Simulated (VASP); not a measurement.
Here is a VASP 6.6.1 calculation.

INCAR

```
PREC = Accurate ; ENCUT = 520
EDIFF = 1E-7 ; ISMEAR = -1
SIGMA = 0.05 ; LREAL = F
LASPH = T ; NELM = 100
ALGO = Normal ; ISIF = 2
LWAVE = F ; LCHARG = F
NBANDS = 13
```

File KPOINTS:

```
regular mesh
0
Gamma
  10 10 7
```

The input POSCAR:

```
O
1.0
    2.8128656582     -1.6399481055      0.0000000000
    2.8128656582      1.6399481055      0.0000000000
   -2.3621294444      0.0000000000      3.5977596782
O
2
Direct
    0.9745461700      0.9745461700      0.8444259800
    0.0254538300      0.0254538300      0.1555740200
```

Potentials or basis: VASP PAW LDA potentials, release 64 (O).

Command:

```console
$ cat potpaw_LDA.64/O/POTCAR > POTCAR
$ mpirun -np 1 vasp_std > vasp.out
```

Problem. Predict the largest force.

Solution. 1.304 eV/Å.

Problem. What does it give for the pressure?

Solution. -1.9 GPa.

Problem. Estimate the band gap on the k mesh.

Solution. Zero (band 6 reaches -1.70 eV, above the bottom of band 7 at -2.00 eV).

Forces in eV/Å, atoms in the order of the input:
```
O    0.331  0.000 -1.262
O   -0.331  0.000  1.262
```

Caveat: the standard files for N, O and F lose accuracy on very short bonds; spin is off for a triplet molecule; forces of over 1 eV/Å act on the atoms, so gaps and moduli don't describe the material at rest.
